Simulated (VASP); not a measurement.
# Ga (I4/mmm) in VASP: a series of runs

Ga is run at these levels: PBEsol, r2SCAN+rVV10; tasks: single point.

All numbers are computed with VASP 6.6.1; they aren't measurements. Logs are shortened: lines on timing, memory, paths and dates and some standing lists are left out, and cuts for length are marked.

## 1. The cell of the first run

The structure is tetragonal, space group I4/mmm (No. 139). The conventional cell has a = 2.769 Å, b = 2.769 Å, c = 4.622 Å, α = 90.00°, β = 90.00°, γ = 90.00°. Ga (site symmetry 4/mmm) has 12 Ga at 2.77 to 3.03 Å within 3.6 Å.

## 2. Single point, PBEsol

INCAR

```
PREC = Accurate
ENCUT = 520
EDIFF = 1E-7
ISMEAR = 0
SIGMA = 0.05
LREAL = F
LASPH = T
NELM = 100
ALGO = Normal
ISIF = 2
LWAVE = F
LCHARG = F
GGA = PS
NBANDS = 12
```

KPOINTS

```
regular mesh
0
Gamma
  13 13 13
```

POSCAR

```
Ga
1.0
   -1.3843987196      1.3843987196      2.3112238365
    1.3843987196     -1.3843987196      2.3112238365
    1.3843987196      1.3843987196     -2.3112238365
Ga
1
Direct
    0.0000000000      0.0000000000      0.0000000000
```

Potentials or basis: VASP PAW PBE potentials, release 64 (Ga_d).

Started as:

```sh
> cat potpaw_PBE.64/Ga_d/POTCAR > POTCAR
> mpirun -np 1 vasp_std > vasp.out
```

OUTCAR:

```text
PREC = Accurate
   ENCUT = 520
   EDIFF = 1E-7
   ISMEAR = 0
   LREAL = F
   LASPH = T
   NELM = 100
   ISIF = 2
   GGA = PS

 ion  position               nearest neighbor table
   1  0.000  0.000  0.000-

  LATTYP: Found a body centered tetragonal cell.
 ALAT       =     2.7687974392
 C/A-ratio  =     1.6694784557

  Lattice vectors:

 A1 = (  -1.3843987196,   1.3843987196,   2.3112238365)
 A2 = (   1.3843987196,  -1.3843987196,   2.3112238365)
 A3 = (   1.3843987196,   1.3843987196,  -2.3112238365)

Analysis of symmetry for initial positions (statically):
=====================================================================
 Subroutine PRICEL returns:
 Original cell was already a primitive cell.

 Routine SETGRP: Setting up the symmetry group for a
 body centered tetragonal supercell.

 Subroutine GETGRP returns: Found 16 space group operations
 (whereof 16 operations were pure point group operations)
 out of a pool of 16 trial point group operations.

The static configuration has the point symmetry D_4h.

Analysis of symmetry for dynamics (positions and initial velocities):
=====================================================================
 Subroutine PRICEL returns:
 Original cell was already a primitive cell.

 Routine SETGRP: Setting up the symmetry group for a
 body centered tetragonal supercell.

 Subroutine GETGRP returns: Found 16 space group operations
 (whereof 16 operations were pure point group operations)
 out of a pool of 16 trial point group operations.

The dynamic configuration has the point symmetry D_4h.

 Subroutine INISYM returns: Found 16 space group operations
 (whereof 16 operations are pure point group operations),
 and found     1 'primitive' translations

----------------------------------------------------------------------------------------

                                     Primitive cell

  volume of cell :      17.7184

  direct lattice vectors                    reciprocal lattice vectors
    -1.384398720  1.384398720  2.311223836     0.000000000  0.361167627  0.216335602
     1.384398720 -1.384398720  2.311223836     0.361167627  0.000000000  0.216335602
     1.384398720  1.384398720 -2.311223836     0.361167627  0.361167627  0.000000000

  length of vectors
     3.029005654  3.029005654  3.029005654     0.421002550  0.421002550  0.510768156

  position of ions in fractional coordinates (direct lattice)
     0.000000000  0.000000000  0.000000000

  ion indices of the primitive-cell ions
   primitive index   ion index
[... 75 lines left out ...]
   EDIFFG = 0.1E-05   stopping-criterion for IOM
   NSW    =      0    number of steps for IOM
   IBRION =     -1    ionic relax: 0-MD 1-quasi-New 2-CG
   NFREE  =      0    steps in history (QN), initial steepest desc. (CG)
   ISIF   =      2    stress and relaxation
   ISYM   =      2    0-nonsym 1-usesym 2-fastsym
   POTIM  = 0.5000    time-step for ionic-motion
   TEBEG  =    0.0;   TEEND  =   0.0 temperature during run
   PSTRESS=    0.0 pullay stress
   NELECT =      13.0000    total number of electrons
   NUPDOWN=      -1.0000    fix difference up-down
   EMIN   =  10.00;   EMAX   =-10.00  energy-range for DOS
   EFERMI =   0.00;   METHOD = LEGACY
   ISMEAR =     0;   SIGMA  =   0.05  broadening in eV -4-tet -1-fermi 0-gaus
   EFERMI_NEDOS =   21; number of points for ismear=-14 and -15
   IALGO  =     38    algorithm
   IMIX   =      4    mixing-type and parameters
     AMIX     =   0.40;   BMIX     =  1.00
     AMIX_MAG =   1.60;   BMIX_MAG =  1.00
  volume/ion in A,a.u.               =      17.72       119.57
  Fermi-wavevector in a.u.,A,eV,Ry     =   1.476549  2.790273 29.663375  2.180197
  Thomas-Fermi vector in A             =   2.591062
   LORBIT       =      0    0 simple, 1 ext, 2 COOP (PROOUT), +10 PAW based schemes
   GGA     = PS    functional components
   LHFCALC =     F    Hartree Fock is set to
   AEXX    =    0.0000 exact exchange contribution
   IVDW    =     0    specifies the selected vdW correction
   LEPSILON=     F    determine dielectric tensor
   LRPA    =     F    only Hartree local field effects (RPA)
 non-spin polarized calculation
 Gauss-broadening in eV      SIGMA  =   0.05
  energy-cutoff  :      520.00
  volume of cell :       17.72
 maximum number of plane-waves:       487
   NGX = 11   NGY = 11   NGZ = 11

 number of electron      12.9999997 magnetization

 Free energy of the ion-electron system (eV)
  ---------------------------------------------------
  ext. energy  EPLUGINS =         0.00000000
  ---------------------------------------------------
  free energy    TOTEN  =        -3.33641271 eV

  energy without entropy =       -3.33604391  energy(sigma->0) =       -3.33622831

 E-fermi :   5.9386     XC(G=0): -11.4685

 val. band max:        5.9139647811   @ k =  -0.1538  -0.3846   0.0769
 cond. band min:       5.9747922679   @ k =  -0.3077  -0.3846   0.0769
 fundamental gap:      0.0608274868
 Fermi energy:         5.9386060140

 k-point     1 :       0.0000    0.0000    0.0000
  band No.  band energies     occupation
      1      -9.0498      2.00000
      2      -8.8899      2.00000
      3      -8.8538      2.00000
      4      -8.8538      2.00000
      5      -8.6889      2.00000
      6      -5.5517      2.00000
      7      18.6647      0.00000
      8      18.9778      0.00000
      9      18.9778      0.00000
     10      22.3676      0.00000
     11      22.5868      0.00000
     12      23.2992      0.00000
[... 331 lines left out ...]
 k-point    24 :       0.4615    0.1538   -0.0000
  band No.  band energies     occupation
      1      -8.9952      2.00000
      2      -8.9277      2.00000
      3      -8.8595      2.00000
      4      -8.7412      2.00000
      5      -8.6437      2.00000
      6       1.6025      2.00000
      7       2.4184      2.00000
      8      12.4767      0.00000
      9      14.2567      0.00000
     10      18.1191      0.00000
     11      20.4807      0.00000
     12      26.8138      0.00000

 [... further k-points ...]
[... 5 lines left out ...]
  --------------------------------------------------------------------------------------
  -------------------------------------------------------------------------------------
  Total       -0.0325747     -0.0325747     -0.0239867      0.0000000     -0.0000000      0.0000000
  in kB       -2.9455490     -2.9455490     -2.1689858      0.0000000     -0.0000000      0.0000000
  external PRESSURE =      -2.6866946 kB  Pullay stress =       0.0000000 kB

 VOLUME and BASIS-vectors are now :
 -----------------------------------------------------------------------------
  energy-cutoff  :      520.00
  volume of cell :       17.72
      direct lattice vectors                 reciprocal lattice vectors
    -1.384398720  1.384398720  2.311223836     0.000000000  0.361167627  0.216335602
     1.384398720 -1.384398720  2.311223836     0.361167627  0.000000000  0.216335602
     1.384398720  1.384398720 -2.311223836     0.361167627  0.361167627  0.000000000

 POSITION                                       TOTAL-FORCE (eV/Angst)
 -----------------------------------------------------------------------------------
      0.00000      0.00000      0.00000        -0.000000      0.000000      0.000000
 -----------------------------------------------------------------------------------
    total drift:                                0.000000      0.000000     -0.000000

  FREE ENERGIE OF THE ION-ELECTRON SYSTEM (eV)
  ---------------------------------------------------
  free  energy   TOTEN  =        -3.3364127106 eV

  energy  without entropy=       -3.3360439110  energy(sigma->0) =       -3.33622831
```

OSZICAR:

```text
N       E                     dE             d eps       ncg     rms          rms(c)
DAV:   1     0.428525420804E+02    0.42853E+02   -0.67049E+03  5128   0.192E+03
DAV:   2    -0.133814059307E+01   -0.44191E+02   -0.42561E+02  4964   0.263E+02
DAV:   3    -0.336763252904E+01   -0.20295E+01   -0.20222E+01  5392   0.452E+01
DAV:   4    -0.338391986967E+01   -0.16287E-01   -0.16286E-01  5336   0.428E+00
DAV:   5    -0.338409781691E+01   -0.17795E-03   -0.17794E-03  5700   0.433E-01    0.102E+00
DAV:   6    -0.334529147132E+01    0.38806E-01   -0.64441E-02  5876   0.536E+00    0.479E-01
DAV:   7    -0.333745800831E+01    0.78335E-02   -0.93875E-03  6248   0.174E+00    0.143E-01
DAV:   8    -0.333641041998E+01    0.10476E-02   -0.88101E-04  6008   0.537E-01    0.741E-03
DAV:   9    -0.333641202765E+01   -0.16077E-05   -0.83689E-06  6088   0.457E-02    0.350E-03
DAV:  10    -0.333641275557E+01   -0.72792E-06   -0.31487E-07  5476   0.813E-03    0.203E-04
DAV:  11    -0.333641271063E+01    0.44938E-07   -0.90180E-09  3648   0.154E-03
   1 F= -.33364127E+01 E0= -.33362283E+01  d E =-.368800E-03
```

Run time: 52 s. Hardware: 1 thread of Intel Xeon 8259CL, shared host; peak memory 0.17 GiB.

Results:

| Quantity | Value |
| --- | --- |
| Free energy | -3.3364 eV |
| Pressure | -0.3 GPa |

Caveat: the PAW data sets were made with another functional, which shifts forces and pressure a little.

## 3. Single point, r2SCAN+rVV10, non-collinear spin, zero start, spin-orbit coupling

POSCAR is that of step 2.

INCAR.step1

```
ALGO     = Normal         # electronic algorithm
EDIFF    = 1E-4           # SCF threshold, eV
ENCUT    = 520            # plane-wave cutoff, eV
GGA      = PE             # functional
GGA_COMPAT= False        
ISMEAR   = -5             # smearing method
LASPH    = True           # aspherical terms in the spheres
LCHARG   = False          # write CHGCAR
LREAL    = False          # projectors in reciprocal space
LSORBIT  = True           # spin-orbit coupling
LWAVE    = True           # write WAVECAR
MAGMOM   = 0 0 0          # initial moments
NBANDS   = 24             # bands
NELM     = 150            # most SCF steps
PREC     = Accurate       # precision mode
SIGMA    = 0.05           # smearing width, eV
```

INCAR.step2

```
ALGO     = Normal         # electronic algorithm
BPARAM   = 11.95        
CPARAM   = 0.0093       
EDIFF    = 1E-6           # SCF threshold, eV
ENCUT    = 520            # plane-wave cutoff, eV
GGA_COMPAT= False        
ISIF     = 2              # what is computed and relaxed
ISMEAR   = -5             # smearing method
ISTART   = 1            
IVDW_NL  = 2            
LASPH    = True           # aspherical terms in the spheres
LCHARG   = False          # write CHGCAR
LMIXTAU  = True         
LORBIT   = 11             # projections on sites
LORBMOM  = True         
LREAL    = False          # projectors in reciprocal space
LSORBIT  = True           # spin-orbit coupling
LUSE_VDW = True         
LWAVE    = False          # write WAVECAR
MAGMOM   = 0 0 0          # initial moments
METAGGA  = R2SCAN         # meta-GGA
NBANDS   = 24             # bands
NELM     = 150            # most SCF steps
PREC     = Accurate       # precision mode
SIGMA    = 0.05           # smearing width, eV
```

KPOINTS

```
k-points
0
Gamma
  10 10 10
```

Potentials or basis: VASP PAW PBE potentials, release 64 (Ga_d).

Started as:

```sh
> cat potpaw_PBE.64/Ga_d/POTCAR > POTCAR
> cp INCAR.step1 INCAR
> mpirun -np 1 vasp_ncl > vasp.out
> cp INCAR.step2 INCAR
> mpirun -np 1 vasp_ncl > vasp.out
```

Wall time 12 min (1 thread of Intel Xeon 8259CL, shared host); peak memory 0.33 GiB.

It converged, with:

```yaml
Free_energy: -10.9146 eV
Pressure: -0.2 GPa
Net_moment: 0.00 μB per cell
Valence_electrons_inside_the_program's_atomic_spheres: Ga 11.54
```

Stress tensor (GPa, compression positive):
```
 0.72  0.00  0.00
 0.00  0.72  0.00
 0.00  0.00 -2.02
```

Moments on the atoms (μB; x, y, z):
```
Ga  0.00 0.00 0.00
```

Caveat: the PAW data sets were made with another functional, which shifts forces and pressure a little.
